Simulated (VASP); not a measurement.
# Br (I4/mmm) in VASP: notebook

Runs on Br. Level: PBE. Tasks: relaxation of cell and atoms.

Everything below comes from runs of VASP 6.6.1. Logs are shortened: lines on timing, memory, paths and dates and some standing lists are left out, and cuts for length are marked.

### Step 1. The cell of the first run

The structure is tetragonal, space group I4/mmm (No. 139). The conventional cell has a = 2.847 Å, b = 2.847 Å, c = 7.155 Å, α = 90.00°, β = 90.00°, γ = 90.00°. Within 3.8 Å of Br (site symmetry 4/mmm) lie 4 Br at 2.85 Å.

### Step 2. Relaxation of cell and atoms, PBE, target pressure 10 GPa, at which the enthalpy is minimised

INCAR

```
PREC     = Accurate       # precision mode
ENCUT    = 500            # plane-wave cutoff, eV
EDIFF    = 1E-7           # SCF threshold, eV
ISMEAR   = -1             # smearing method
SIGMA    = 0.05           # smearing width, eV
LREAL    = False          # projectors in reciprocal space
LASPH    = True           # aspherical terms in the spheres
NELM     = 120            # most SCF steps
ALGO     = Normal         # electronic algorithm
ISIF     = 3              # what is computed and relaxed
LWAVE    = False          # write WAVECAR
LCHARG   = False          # write CHGCAR
GGA      = PE             # functional
IBRION   = 2              # ionic algorithm
NSW      = 60             # ionic steps
EDIFFG   = -0.01          # ionic threshold
PSTRESS  = 100.0        
GGA_COMPAT= False        
NELMIN   = 4
```

KPOINTS

```
regular mesh
0
Gamma
  13 13 13
```

POSCAR

```
Br
1.0
   -1.4234917050      1.4234917050      3.5775173700
    1.4234917050     -1.4234917050      3.5775173700
    1.4234917050      1.4234917050     -3.5775173700
Br
1
Direct
    0.0000000000      0.0000000000      0.0000000000
```

Potentials or basis: VASP PAW PBE potentials, release 64 (Br).

Command:

```sh
$ cat potpaw_PBE.64/Br/POTCAR > POTCAR
$ mpirun -np 1 vasp_std > vasp.out
```

OUTCAR:

```text
PREC = Accurate
   ENCUT = 500
   EDIFF = 1E-7
   ISMEAR = -1
   LREAL = False
   LASPH = True
   NELM = 120
   ISIF = 3
   GGA = PE
   IBRION = 2
   NSW = 60
   EDIFFG = -0.01
   PSTRESS = 100.0
   NELMIN = 4

 ion  position               nearest neighbor table
   1  0.000  0.000  0.000-

  LATTYP: Found a body centered tetragonal cell.
 ALAT       =     2.8469834100
 C/A-ratio  =     2.5131986069

  Lattice vectors:

 A1 = (  -1.4234917050,   1.4234917050,   3.5775173700)
 A2 = (   1.4234917050,  -1.4234917050,   3.5775173700)
 A3 = (   1.4234917050,   1.4234917050,  -3.5775173700)

Analysis of symmetry for initial positions (statically):
=====================================================================
 Subroutine PRICEL returns:
 Original cell was already a primitive cell.

 Routine SETGRP: Setting up the symmetry group for a
 body centered tetragonal supercell.

 Subroutine GETGRP returns: Found 16 space group operations
 (whereof 16 operations were pure point group operations)
 out of a pool of 16 trial point group operations.

The static configuration has the point symmetry D_4h.

Analysis of symmetry for dynamics (positions and initial velocities):
=====================================================================
 Subroutine PRICEL returns:
 Original cell was already a primitive cell.

 Routine SETGRP: Setting up the symmetry group for a
 body centered tetragonal supercell.

 Subroutine GETGRP returns: Found 16 space group operations
 (whereof 16 operations were pure point group operations)
 out of a pool of 16 trial point group operations.

The dynamic configuration has the point symmetry D_4h.

 Subroutine INISYM returns: Found 16 space group operations
 (whereof 16 operations are pure point group operations),
 and found     1 'primitive' translations

----------------------------------------------------------------------------------------

                                     Primitive cell

  volume of cell :      28.9969

  direct lattice vectors                    reciprocal lattice vectors
    -1.423491705  1.423491705  3.577517370     0.000000000  0.351248973  0.139761725
     1.423491705 -1.423491705  3.577517370     0.351248973  0.000000000  0.139761725
     1.423491705  1.423491705 -3.577517370     0.351248973  0.351248973  0.000000000

  length of vectors
     4.105032010  4.105032010  4.105032010     0.378033307  0.378033307  0.496741062

  position of ions in fractional coordinates (direct lattice)
     0.000000000  0.000000000  0.000000000

  ion indices of the primitive-cell ions
   primitive index   ion index
                 1           1

----------------------------------------------------------------------------------------

 KPOINTS: regular mesh

Automatic generation of k-mesh.
 Grid dimensions read from file:
 generate k-points for:   13   13   13

 Generating k-lattice:

  Cartesian coordinates                     Fractional coordinates (reciprocal lattice)
     0.000000000  0.027019152  0.010750902     0.076923077  0.000000000 -0.000000000
     0.027019152  0.000000000  0.010750902     0.000000000  0.076923077 -0.000000000
     0.027019152  0.027019152  0.000000000     0.000000000  0.000000000  0.076923077

  Length of vectors
     0.029079485  0.029079485  0.038210851

  Shift w.r.t. Gamma in fractional coordinates (k-lattice)
     0.000000000  0.000000000  0.000000000

 Subroutine IBZKPT returns following result:
 ===========================================

 Found    196 irreducible k-points:

 Following reciprocal coordinates:
            Coordinates               Weight
  0.000000  0.000000  0.000000      1.000000
  0.076923  0.000000  0.000000      8.000000
  0.153846  0.000000  0.000000      8.000000
  0.230769  0.000000  0.000000      8.000000
  0.307692  0.000000  0.000000      8.000000
  0.384615  0.000000  0.000000      8.000000
[... 16 lines left out ...]
  0.384615  0.153846  0.000000     16.000000
  0.461538  0.153846  0.000000     16.000000
 [... further k-points ...]
   k-points           NKPTS =    196   k-points in BZ     NKDIM =    196   number of bands    NBANDS=      7
   number of dos      NEDOS =    301   number of ions     NIONS =      1
   total plane-waves  NPLWV =  27000
   dimension x,y,z NGX =    30 NGY =   30 NGZ =   30
   dimension x,y,z NGXF=    60 NGYF=   60 NGZF=   60
   ions per type =               1
   NGX,Y,Z   is equivalent  to a cutoff of  12.15, 12.15, 12.15 a.u.
   NGXF,Y,Z  is equivalent  to a cutoff of  24.30, 24.30, 24.30 a.u.
 SYSTEM =  unknown system
   PREC   = accura    normal or accurate (medium, high low for compatibility)
   ISTART =      0    job   : 0-new  1-cont  2-samecut
   ICHARG =      2    charge: 1-file 2-atom 10-const
   ISPIN  =      1    spin polarized calculation?
   LNONCOLLINEAR =      F non collinear calculations
   LSORBIT =      F    spin-orbit coupling
   LASPH  =      T    aspherical Exc in radial PAW
   ENCUT  =  500.0 eV  36.75 Ry    6.06 a.u.   7.48  7.48  7.48*2*pi/ulx,y,z
   NELM   =    120;   NELMIN=  4; NELMDL= -5     # of ELM steps
   EDIFF  = 0.1E-06   stopping-criterion for ELM
   LREAL  =      F    real-space projection
   EDIFFG = -.1E-01   stopping-criterion for IOM
   NSW    =     60    number of steps for IOM
   IBRION =      2    ionic relax: 0-MD 1-quasi-New 2-CG
   NFREE  =      1    steps in history (QN), initial steepest desc. (CG)
   ISIF   =      3    stress and relaxation
   ISYM   =      2    0-nonsym 1-usesym 2-fastsym
   POTIM  = 0.5000    time-step for ionic-motion
   TEBEG  =    0.0;   TEEND  =   0.0 temperature during run
   PSTRESS=  100.0 pullay stress
   NELECT =       7.0000    total number of electrons
   NUPDOWN=      -1.0000    fix difference up-down
   EMIN   =  10.00;   EMAX   =-10.00  energy-range for DOS
   EFERMI =   0.00;   METHOD = LEGACY
   ISMEAR =    -1;   SIGMA  =   0.05  broadening in eV -4-tet -1-fermi 0-gaus
   EFERMI_NEDOS =   21; number of points for ismear=-14 and -15
   IALGO  =     38    algorithm
   IMIX   =      4    mixing-type and parameters
     AMIX     =   0.40;   BMIX     =  1.00
     AMIX_MAG =   1.60;   BMIX_MAG =  1.00
  volume/ion in A,a.u.               =      29.00       195.68
  Fermi-wavevector in a.u.,A,eV,Ry     =   1.019351  1.926294 14.137486  1.039076
  Thomas-Fermi vector in A             =   2.152860
   LORBIT       =      0    0 simple, 1 ext, 2 COOP (PROOUT), +10 PAW based schemes
   GGA     = PE    functional components
   LHFCALC =     F    Hartree Fock is set to
   AEXX    =    0.0000 exact exchange contribution
   IVDW    =     0    specifies the selected vdW correction
   LEPSILON=     F    determine dielectric tensor
   LRPA    =     F    only Hartree local field effects (RPA)
 conjugate gradient relaxation of ions
 non-spin polarized calculation
  energy-cutoff  :      500.00
  volume of cell :       29.00
 maximum number of plane-waves:       769
 NGX is ok and might be reduce to    30
   NGX = 15   NGY = 15   NGZ = 15

--------------------------------------- Ionic step        1  -------------------------------------------

 number of electron       6.9999999 magnetization

 Free energy of the ion-electron system (eV)
  ---------------------------------------------------
  ext. energy  EPLUGINS =         0.00000000
  ---------------------------------------------------
  free energy    TOTEN  =        -1.44360179 eV

  energy without entropy =       -1.43887723  energy(sigma->0) =       -1.44123951

------------------------ aborting loop because EDIFF is reached ----------------------------------------

  FORCE on cell =-STRESS in cart. coord.  units (eV):
  Direction    XX          YY          ZZ          XY          YZ          ZX
  --------------------------------------------------------------------------------------
  -------------------------------------------------------------------------------------
  Total        0.2291010      0.2291010      0.3030759      0.0000000     -0.0000000      0.0000000
  in kB       12.6586068     12.6586068     16.7459708      0.0000000     -0.0000000      0.0000000
  external PRESSURE =     -85.9789385 kB  Pullay stress =     100.0000000 kB
[... 90 lines left out ...]
  FREE ENERGIE OF THE ION-ELECTRON SYSTEM (eV)
  ---------------------------------------------------
  free  energy   TOTEN  =        -1.3166637152 eV

  energy  without entropy=       -1.3125507787  energy(sigma->0) =       -1.31460725

  enthalpy is  TOTEN    =         0.2439211529 eV   P V=        1.5605848681

[... ionic steps 4 to 8 ...]

--------------------------------------- Ionic step        9  -------------------------------------------

 number of electron       6.9999999 magnetization

------------------------ aborting loop because EDIFF is reached ----------------------------------------

  FORCE on cell =-STRESS in cart. coord.  units (eV):
  Direction    XX          YY          ZZ          XY          YZ          ZX
  --------------------------------------------------------------------------------------
  -------------------------------------------------------------------------------------
  Total        1.4374908      1.4374908      1.4167174      0.0000000      0.0000000      0.0000000
  in kB      100.3700584    100.3700584     98.9195932      0.0000000      0.0000000      0.0000000
  external PRESSURE =      -0.1134300 kB  Pullay stress =     100.0000000 kB
[... 59 lines left out ...]
  enthalpy is  TOTEN    =         0.1681195305 eV   P V=        1.4324283426

--------------------------------------- Ionic step       11  -------------------------------------------

 number of electron       6.9999999 magnetization

 Free energy of the ion-electron system (eV)
  ---------------------------------------------------
  ext. energy  EPLUGINS =         0.00000000
  ---------------------------------------------------
  free energy    TOTEN  =        -1.26354410 eV

  energy without entropy =       -1.25802241  energy(sigma->0) =       -1.26078325

 E-fermi :   3.7995     XC(G=0):  -9.8490

 val. band max:        3.7915792646   @ k =  -0.3846   0.1538   0.0000
 cond. band min:       3.8217238471   @ k =  -0.2308   0.3077   0.0769
 fundamental gap:      0.0301445825
 Fermi energy:         3.7995398522

 k-point     1 :       0.0000    0.0000    0.0000
  band No.  band energies     occupation
      1     -13.5664      2.00000
      2       2.1539      2.00000
      3       5.0588      0.00000
      4       5.0588      0.00000
      5      10.2770      0.00000
      6      13.7015      0.00000
      7      14.9509      0.00000
[... 221 lines left out ...]
 k-point    24 :       0.4615    0.1538    0.0000
  band No.  band energies     occupation
      1     -10.9822      2.00000
      2      -2.7182      2.00000
      3       1.6690      2.00000
      4       3.8520      0.51882
      5      10.5311      0.00000
      6      14.5276      0.00000
      7      18.2200      0.00000

 [... further k-points ...]

------------------------ aborting loop because EDIFF is reached ----------------------------------------

  FORCE on cell =-STRESS in cart. coord.  units (eV):
  Direction    XX          YY          ZZ          XY          YZ          ZX
  --------------------------------------------------------------------------------------
  -------------------------------------------------------------------------------------
  Total        1.4323360      1.4323360      1.4222550      0.0000000      0.0000000      0.0000000
  in kB      100.0476126    100.0476126     99.3434665      0.0000000      0.0000000      0.0000000
  external PRESSURE =      -0.1871028 kB  Pullay stress =     100.0000000 kB
[... 16 lines left out ...]
  FREE ENERGIE OF THE ION-ELECTRON SYSTEM (eV)
  ---------------------------------------------------
  free  energy   TOTEN  =        -1.2635441029 eV

  energy  without entropy=       -1.2580224060  energy(sigma->0) =       -1.26078325

  enthalpy is  TOTEN    =         0.1681102054 eV   P V=        1.4316543084

 reached required accuracy - stopping structural energy minimisation
```

Run time: 2.6 min. Hardware: 1 thread of AMD EPYC 9R45 (Zen 5), shared host; peak memory 0.17 GiB.

What came out:

| Quantity | Value |
| --- | --- |
| Free energy | -1.2635 eV |
| Relaxed volume | 22.94 Å³/atom |
| Relaxed cell | a = 3.601 Å, b = 3.601 Å, c = 3.601 Å, α = 135.09°, β = 135.09°, γ = 65.39° |
| Space group after relaxing (to 0.05 Å) | I4/mmm (No. 139) |
| Energy change on relaxing (the enthalpy is what falls) | +180.1 meV/atom |
| Ionic steps | 11 |
| Pressure after relaxing | 10.0 GPa |

The path:
```tsv
step	energy change (eV)	largest force (eV/Å)	pressure (GPa)	volume (Å³)
1	0.0000	0.0000	1.40	29.00
2	0.3023	0.0000	17.70	22.94
3	0.1269	0.0000	9.82	25.00
4	0.1450	0.0000	9.95	23.80
5	0.1796	0.0000	10.49	22.97
6	0.1948	0.0000	10.76	22.71
7	0.1918	0.0000	10.70	22.76
8	0.1660	0.0000	9.17	23.17
9	0.1795	0.0000	9.99	22.95
10	0.1793	0.0000	9.98	22.95
11	0.1801	0.0000	9.98	22.94
```

Final structure:
```xyz
1
Lattice="-1.3755 1.3755 3.0307 1.3755 -1.3755 3.0307 1.3755 1.3755 -3.0307" Properties=species:S:1:pos:R:3 pbc="T T T"
Br    1.3755   -1.3755    3.0307
```

Caveat: the cell is relaxed towards a set pressure, so the enthalpy falls and the energy may rise; the volume moved by over 15 % at a fixed basis, so the end points are rough; an odd number of electrons without spin polarisation forces a metal; a magnetic or distorted state may lie lower.

[end of part 1 of 2]
